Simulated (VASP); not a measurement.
# N in VASP: a series of runs

Runs on N. Level: PBE. Tasks: single point.

Program: VASP 6.6.1. These are calculated values, not measurements. Logs are shortened: lines on timing, memory, paths and dates and some standing lists are left out, and cuts for length are marked.

## Step 1: The cell of the first run

The cell holds an amorphous packing of atoms, 12 atoms: a = 6.791 Å, b = 6.791 Å, c = 6.791 Å, α = 90.00°, β = 90.00°, γ = 90.00°.

## Step 2: Single point, PBE

INCAR reads:

```
SYSTEM = N
PREC = Accurate ; ENCUT = 910
EDIFF = 1E-6 ; ISMEAR = -1
SIGMA = 0.02 ; LREAL = .FALSE.
LASPH = .TRUE. ; NELM = 120
ALGO = Normal ; ISIF = 2
LWAVE = .FALSE. ; LCHARG = .TRUE.
GGA = PE ; LELF = .TRUE.
LVHAR = .TRUE. ; NBANDS = 42
GGA_COMPAT = .FALSE.
```

KPOINTS reads:

```
regular mesh
0
G
  1 1 1
  0 0 0
```

POSCAR reads:

```
N
1.0
    6.7911070000      0.0000000000      0.0000000000
    0.0000000000      6.7911070000      0.0000000000
    0.0000000000      0.0000000000      6.7911070000
N
12
Direct
    0.5195323826      0.9740385478      0.6595095615
    0.6531924766      0.9045064376      0.6064696080
    0.3055319258      0.1956676577      0.2719733322
    0.1562337333      0.2513434113      0.2997891213
    0.6778718109      0.3478961530      0.9593281331
    0.6842330713      0.4006857792      0.8048761417
    0.4144832352      0.7703015134      0.1367670985
    0.5012879344      0.6479356017      0.1986568611
    0.1201571408      0.7959527070      0.5306204128
    0.0793685035      0.6533544531      0.6029797498
    0.8655289925      0.9322927764      1.1025006674
    0.9442054145      0.9925185982      0.9801494808
```

Potentials or basis: VASP PAW PBE potentials, release 64 (N_h).

Run with:

```console
cat potpaw_PBE.64/N_h/POTCAR > POTCAR
mpirun -np 1 vasp_gam > vasp.out
```

OUTCAR:

```text
SYSTEM = N
   PREC = Accurate
   ENCUT = 910
   EDIFF = 1E-6
   ISMEAR = -1
   LREAL = .FALSE.
   LASPH = .TRUE.
   NELM = 120
   ISIF = 2
   GGA = PE

 ion  position               nearest neighbor table
   1  0.520  0.974  0.660-   2 1.08
   2  0.653  0.905  0.606-   1 1.08
   3  0.306  0.196  0.272-   4 1.10
   4  0.156  0.251  0.300-   3 1.10
   5  0.678  0.348  0.959-   6 1.11
   6  0.684  0.401  0.805-   5 1.11
   7  0.414  0.770  0.137-   8 1.10
   8  0.501  0.648  0.199-   7 1.10
   9  0.120  0.796  0.531-  10 1.12
  10  0.079  0.653  0.603-   9 1.12
  11  0.866  0.932  0.103-  12 1.07
  12  0.944  0.993  0.980-  11 1.07

  LATTYP: Found a simple cubic cell.
 ALAT       =     6.7911070000

  Lattice vectors:

 A1 = (   6.7911070000,   0.0000000000,   0.0000000000)
 A2 = (   0.0000000000,   6.7911070000,   0.0000000000)
 A3 = (   0.0000000000,   0.0000000000,   6.7911070000)

Analysis of symmetry for initial positions (statically):
=====================================================================
 Subroutine PRICEL returns:
 Original cell was already a primitive cell.

 Routine SETGRP: Setting up the symmetry group for a
 simple cubic supercell.

 Subroutine GETGRP returns: Found  1 space group operations
 (whereof  1 operations were pure point group operations)
 out of a pool of 48 trial point group operations.

The static configuration has the point symmetry C_1 .

Analysis of symmetry for dynamics (positions and initial velocities):
=====================================================================
 Subroutine PRICEL returns:
 Original cell was already a primitive cell.

 Routine SETGRP: Setting up the symmetry group for a
 simple cubic supercell.

 Subroutine GETGRP returns: Found  1 space group operations
 (whereof  1 operations were pure point group operations)
 out of a pool of 48 trial point group operations.

The dynamic configuration has the point symmetry C_1 .

 Subroutine INISYM returns: Found  1 space group operations
 (whereof  1 operations are pure point group operations),
 and found     1 'primitive' translations

----------------------------------------------------------------------------------------

                                     Primitive cell

  volume of cell :     313.2000

  direct lattice vectors                    reciprocal lattice vectors
     6.791107000  0.000000000  0.000000000     0.147251398  0.000000000  0.000000000
     0.000000000  6.791107000  0.000000000     0.000000000  0.147251398  0.000000000
     0.000000000  0.000000000  6.791107000     0.000000000  0.000000000  0.147251398

  length of vectors
     6.791107000  6.791107000  6.791107000     0.147251398  0.147251398  0.147251398

  position of ions in fractional coordinates (direct lattice)
     0.519532383  0.974038548  0.659509562
     0.653192477  0.904506438  0.606469608
     0.305531926  0.195667658  0.271973332
     0.156233733  0.251343411  0.299789121
     0.677871811  0.347896153  0.959328133
     0.684233071  0.400685779  0.804876142
     0.414483235  0.770301513  0.136767099
     0.501287934  0.647935602  0.198656861
     0.120157141  0.795952707  0.530620413
     0.079368503  0.653354453  0.602979750
     0.865528993  0.932292776  0.102500667
     0.944205414  0.992518598  0.980149481

  ion indices of the primitive-cell ions
   primitive index   ion index
                 1           1
                 2           2
                 3           3
                 4           4
                 5           5
                 6           6
                 7           7
                 8           8
                 9           9
                10          10
                11          11
                12          12

----------------------------------------------------------------------------------------

 KPOINTS: regular mesh

Automatic generation of k-mesh.
 Grid dimensions read from file:
 generate k-points for:    1    1    1

 Generating k-lattice:

  Cartesian coordinates                     Fractional coordinates (reciprocal lattice)
     0.147251398  0.000000000  0.000000000     1.000000000  0.000000000  0.000000000
     0.000000000  0.147251398  0.000000000     0.000000000  1.000000000  0.000000000
     0.000000000  0.000000000  0.147251398     0.000000000  0.000000000  1.000000000

  Length of vectors
     0.147251398  0.147251398  0.147251398

  Shift w.r.t. Gamma in fractional coordinates (k-lattice)
     0.000000000  0.000000000  0.000000000

 Subroutine IBZKPT returns following result:
 ===========================================

 Found      1 irreducible k-points:

 Following reciprocal coordinates:
            Coordinates               Weight
  0.000000  0.000000  0.000000      1.000000
   k-points           NKPTS =      1   k-points in BZ     NKDIM =      1   number of bands    NBANDS=     42
   number of dos      NEDOS =    301   number of ions     NIONS =     12
   total plane-waves  NPLWV = 343000
   dimension x,y,z NGX =    70 NGY =   70 NGZ =   70
   dimension x,y,z NGXF=   140 NGYF=  140 NGZF=  140
   ions per type =              12
   NGX,Y,Z   is equivalent  to a cutoff of  17.14, 17.14, 17.14 a.u.
   NGXF,Y,Z  is equivalent  to a cutoff of  34.27, 34.27, 34.27 a.u.
 SYSTEM =  N
   PREC   = accura    normal or accurate (medium, high low for compatibility)
   ISTART =      0    job   : 0-new  1-cont  2-samecut
   ICHARG =      2    charge: 1-file 2-atom 10-const
   ISPIN  =      1    spin polarized calculation?
   LNONCOLLINEAR =      F non collinear calculations
   LSORBIT =      F    spin-orbit coupling
   LASPH  =      T    aspherical Exc in radial PAW
   ENCUT  =  910.0 eV  66.88 Ry    8.18 a.u.  16.70 16.70 16.70*2*pi/ulx,y,z
   NELM   =    120;   NELMIN=  2; NELMDL= -5     # of ELM steps
   EDIFF  = 0.1E-05   stopping-criterion for ELM
   LREAL  =      F    real-space projection
   EDIFFG = 0.1E-04   stopping-criterion for IOM
   NSW    =      0    number of steps for IOM
   IBRION =     -1    ionic relax: 0-MD 1-quasi-New 2-CG
   NFREE  =      0    steps in history (QN), initial steepest desc. (CG)
   ISIF   =      2    stress and relaxation
   ISYM   =      2    0-nonsym 1-usesym 2-fastsym
   POTIM  = 0.5000    time-step for ionic-motion
   TEBEG  =    0.0;   TEEND  =   0.0 temperature during run
   PSTRESS=    0.0 pullay stress
   NELECT =      60.0000    total number of electrons
   NUPDOWN=      -1.0000    fix difference up-down
   EMIN   =  10.00;   EMAX   =-10.00  energy-range for DOS
   EFERMI =   0.00;   METHOD = LEGACY
   ISMEAR =    -1;   SIGMA  =   0.02  broadening in eV -4-tet -1-fermi 0-gaus
   EFERMI_NEDOS =   21; number of points for ismear=-14 and -15
   IALGO  =     38    algorithm
   IMIX   =      4    mixing-type and parameters
     AMIX     =   0.40;   BMIX     =  1.00
     AMIX_MAG =   1.60;   BMIX_MAG =  1.00
  volume/ion in A,a.u.               =      26.10       176.13
  Fermi-wavevector in a.u.,A,eV,Ry     =   0.943738  1.783406 12.117906  0.890641
  Thomas-Fermi vector in A             =   2.071474
   LORBIT       =      0    0 simple, 1 ext, 2 COOP (PROOUT), +10 PAW based schemes
   GGA     = PE    functional components
   LHFCALC =     F    Hartree Fock is set to
   AEXX    =    0.0000 exact exchange contribution
   IVDW    =     0    specifies the selected vdW correction
   LEPSILON=     F    determine dielectric tensor
   LRPA    =     F    only Hartree local field effects (RPA)
 non-spin polarized calculation
  energy-cutoff  :      910.00
  volume of cell :      313.20
 maximum number of plane-waves:      9775
 NGX is ok and might be reduce to    70
   NGX = 33   NGY = 33   NGZ = 33

 number of electron      60.0000001 magnetization

 Free energy of the ion-electron system (eV)
  ---------------------------------------------------
  ext. energy  EPLUGINS =         0.00000000
  ---------------------------------------------------
  free energy    TOTEN  =      -100.65787750 eV

  energy without entropy =     -100.65787750  energy(sigma->0) =     -100.65787750

 E-fermi :  -6.1810     XC(G=0):  -5.8544

 val. band max:       -6.6897340538   @ k =   0.0000   0.0000   0.0000
 cond. band min:       0.7715811440   @ k =   0.0000   0.0000   0.0000
 fundamental gap:      7.4613151978
 Fermi energy:        -6.1810123901

 k-point     1 :       0.0000    0.0000    0.0000
  band No.  band energies     occupation
      1     -25.4807      2.00000
      2     -25.2477      2.00000
      3     -24.9930      2.00000
      4     -24.9150      2.00000
      5     -24.8357      2.00000
      6     -24.6241      2.00000
[... 34 lines left out ...]
     41       1.7882      0.00000
     42       1.8796      0.00000

------------------------ aborting loop because EDIFF is reached ----------------------------------------

  FORCE on cell =-STRESS in cart. coord.  units (eV):
  Direction    XX          YY          ZZ          XY          YZ          ZX
  --------------------------------------------------------------------------------------
  -------------------------------------------------------------------------------------
  Total        4.7802716      0.4494704      2.9700568     -0.8419046      0.4627658     -2.7495438
  in kB       24.4535229      2.2992700     15.1933527     -4.3067706      2.3672828    -14.0653162
  external PRESSURE =      13.9820485 kB  Pullay stress =       0.0000000 kB

 VOLUME and BASIS-vectors are now :
 -----------------------------------------------------------------------------
  energy-cutoff  :      910.00
  volume of cell :      313.20
      direct lattice vectors                 reciprocal lattice vectors
     6.791107000  0.000000000  0.000000000     0.147251398  0.000000000  0.000000000
     0.000000000  6.791107000  0.000000000     0.000000000  0.147251398  0.000000000
     0.000000000  0.000000000  6.791107000     0.000000000  0.000000000  0.147251398

 POSITION                                       TOTAL-FORCE (eV/Angst)
 -----------------------------------------------------------------------------------
      3.52820      6.61480      4.47880        -2.249583      1.192496      0.914505
      4.43590      6.14260      4.11860         2.229024     -1.191425     -0.922006
      2.07490      1.32880      1.84700         0.545053     -0.137917     -0.055572
      1.06100      1.70690      2.03590        -0.505673      0.265372      0.125795
      4.60350      2.36260      6.51490         0.086381      0.288965     -0.969306
      4.64670      2.72110      5.46600        -0.059428     -0.252953      0.843782
      2.81480      5.23120      0.92880        -0.077961     -0.022243     -0.093539
      3.40430      4.40020      1.34910        -0.044750      0.064556      0.142905
      0.81600      5.40540      3.60350        -0.640053     -2.164368      1.053711
      0.53900      4.43700      4.09490         0.627435      2.089479     -1.039499
      5.87790      6.33130      0.69609        -2.608644     -2.099023      4.137710
      6.41220      6.74030      6.65630         2.698198      1.967060     -4.138486
 -----------------------------------------------------------------------------------
    total drift:                               -0.000099      0.000220      0.000405

  FREE ENERGIE OF THE ION-ELECTRON SYSTEM (eV)
  ---------------------------------------------------
  free  energy   TOTEN  =      -100.6578774982 eV

  energy  without entropy=     -100.6578774982  energy(sigma->0) =     -100.65787750
```

Run time: 32 s. Hardware: 1 thread of AMD EPYC 9R45 (Zen 5), shared host; peak memory 0.59 GiB.

Results:

```
Free energy            : -100.6579 eV
Pressure               : 1.4 GPa
Largest force          : 5.323 eV/Å
Band gap on the k mesh : 7.46 eV
```

Forces on the atoms (eV/Å):
```
N   -2.250  1.192  0.915
N    2.229 -1.191 -0.922
N    0.545 -0.138 -0.056
N   -0.506  0.265  0.126
N    0.086  0.289 -0.969
N   -0.059 -0.253  0.844
N   -0.078 -0.022 -0.094
N   -0.045  0.065  0.143
N   -0.640 -2.164  1.054
N    0.627  2.089 -1.039
N   -2.609 -2.099  4.138
N    2.698  1.967 -4.138
```

Stress tensor (GPa, compression positive):
```
 2.45 -0.43 -1.41
-0.43  0.23  0.24
-1.41  0.24  1.52
```

Caveat: the k points lie up to 0.93 Å⁻¹ apart; the cutoff is under 1.25 times the usual one of these potentials, so pressure, stress and relaxed cells hold a basis-set (Pulay) error.

## Step 3: Single point, PBE

INCAR reads:

```
SYSTEM = N
PREC = Accurate ; ENCUT = 910
EDIFF = 1E-6 ; ISMEAR = -1
SIGMA = 0.02 ; LREAL = .FALSE.
LASPH = .TRUE. ; NELM = 120
ALGO = Normal ; ISIF = 2
LWAVE = .FALSE. ; LCHARG = .FALSE.
GGA = PE ; NBANDS = 42
GGA_COMPAT = .FALSE.
```

KPOINTS is that of step 2.

POSCAR reads:

```
N
1.0
    6.7911070000      0.0000000000      0.0000000000
    0.0000000000      6.7911070000      0.0000000000
    0.0000000000      0.0000000000      6.7911070000
N
12
Direct
    0.5017296885      0.9666170773      0.6549889436
    0.6502916240      0.9729488874      0.5944538939
    0.3562600324      0.1823708565      0.3487060357
    0.2176375663      0.2594716885      0.3089039828
    0.7362864405      0.4026294977      0.8865712173
    0.6032742526      0.4310342923      0.7973810455
    0.3559949799      0.7211489968      0.1004401786
    0.4774626581      0.6805812366      0.2013957371
    0.1449837265      0.7225626102      0.6424872999
    0.0667048833      0.6026852470      0.5706286177
    0.9035198532      0.9415401642      1.0734037912
    0.9145784332      0.9981141513      0.9297158770
```

Potentials or basis: VASP PAW PBE potentials, release 64 (N_h).

Run with:

```console
cat potpaw_PBE.64/N_h/POTCAR > POTCAR
mpirun -np 1 vasp_gam > vasp.out
```

Run time: 32 s. Hardware: 1 thread of Intel Xeon 6975P-C (Granite Rapids), shared host; peak memory 0.6 GiB.

It converged, with:

```
Free energy            : -100.4514 eV
Pressure               : 2.5 GPa
Largest force          : 8.831 eV/Å
Band gap on the k mesh : 7.28 eV
```

Forces in eV/Å, atoms in the order of the input:
```
N   -1.442 -0.095  0.883
N    1.671 -0.072 -0.731
N   -1.091  0.720 -0.569
N    0.904 -0.561  0.250
N   -0.250  0.131 -0.172
N    0.262 -0.062  0.129
N    0.498 -0.135  0.453
N   -0.519  0.188 -0.400
N    0.990  1.581  0.972
N   -1.128 -1.663 -0.992
N   -0.629 -3.244  8.189
N    0.734  3.213 -8.011
```

Stress tensor (GPa, compression positive):
```
 0.94  0.82 -0.53
 0.82  1.75 -1.08
-0.53 -1.08  4.84
```

Levels at points of the mesh, in eV from the valence-band top:
| k point | band 28 | band 29 | band 30 | band 31 | band 32 | band 33 |
| --- | --- | --- | --- | --- | --- | --- |
| (0.00, 0.00, 0.00) | -0.24 | -0.19 | 0.00 | 7.28 | 7.33 | 7.52 |

Caveat: the k points lie up to 0.93 Å⁻¹ apart; the cutoff is under 1.25 times the usual one of these potentials, so pressure, stress and relaxed cells hold a basis-set (Pulay) error.

## Step 4: Single point, PBE

INCAR reads:

```
PREC = Accurate
ENCUT = 910
EDIFF = 1E-6
ISMEAR = -1
SIGMA = 0.02
LREAL = False
LASPH = True
NELM = 120
ALGO = Normal
ISIF = 2
LWAVE = False
LCHARG = False
GGA = PE
NBANDS = 42
GGA_COMPAT = False
```

KPOINTS reads:

```
regular mesh
0
Gamma
  1 1 1
```

POSCAR reads:

```
N
1.0
    6.7911070000      0.0000000000      0.0000000000
    0.0000000000      6.7911070000      0.0000000000
    0.0000000000      0.0000000000      6.7911070000
N
12
Direct
    0.5597172891      1.0285362902      0.6804045349
    0.6707890186      0.9399645743      0.5953079520
    0.2871255010      0.1038564110      0.3852685578
    0.3076817962      0.2629909969      0.3601916447
    0.7143754325      0.4070323145      0.8593149836
    0.5899480011      0.4681121944      0.7648532117
    0.4153372933      0.7560475781      0.1134277519
    0.5208281949      0.6721437315      0.2062403081
    0.1624182920      0.7244032527      0.6591561582
    0.1289185990      0.5915088659      0.5741332010
    0.8385230861      1.0132810453      1.1189928240
    0.9558235498      1.0291841963      1.0076413168
```

Run with:

```console
cat potpaw_PBE.64/N_h/POTCAR > POTCAR
mpirun -np 1 vasp_gam > vasp.out
```

Wall time 30 s (1 thread of Intel Xeon 6975P-C (Granite Rapids), shared host); peak memory 0.6 GiB.

Results (log left out):

| Quantity | Value |
| --- | --- |
| Free energy | -100.6019 eV |
| Pressure | -1.0 GPa |
| Largest force | 4.667 eV/Å |
| Band gap on the k mesh | 7.03 eV |

Forces in eV/Å, atoms in the order of the input:
```
N    2.050 -1.732 -1.422
N   -1.888  1.500  1.522
N   -0.173  0.186 -0.125
N    0.041 -0.148 -0.132
N   -3.407  1.801 -2.632
N    3.489 -1.651  2.598
N    0.752 -0.651  0.723
N   -0.812  0.627 -0.665
N    0.226  0.845  0.575
N   -0.360 -0.774 -0.494
N    0.172  0.030 -0.095
N   -0.089 -0.033  0.146
```

Stress tensor (GPa, compression positive):
```
-2.12  1.51 -0.52
 1.51  0.08  0.71
-0.52  0.71 -0.88
```

Levels at points of the mesh, in eV from the valence-band top:
| k point | band 27 | band 28 | band 29 | band 30 | band 31 | band 32 | band 33 | band 34 |
| --- | --- | --- | --- | --- | --- | --- | --- | --- |
| (0.00, 0.00, 0.00) | -0.32 | -0.24 | -0.22 | 0.00 | 7.03 | 7.12 | 7.40 | 7.47 |

Caveat: the k points lie up to 0.93 Å⁻¹ apart; the cutoff is under 1.25 times the usual one of these potentials, so pressure, stress and relaxed cells hold a basis-set (Pulay) error.

[end of part 1 of 2]
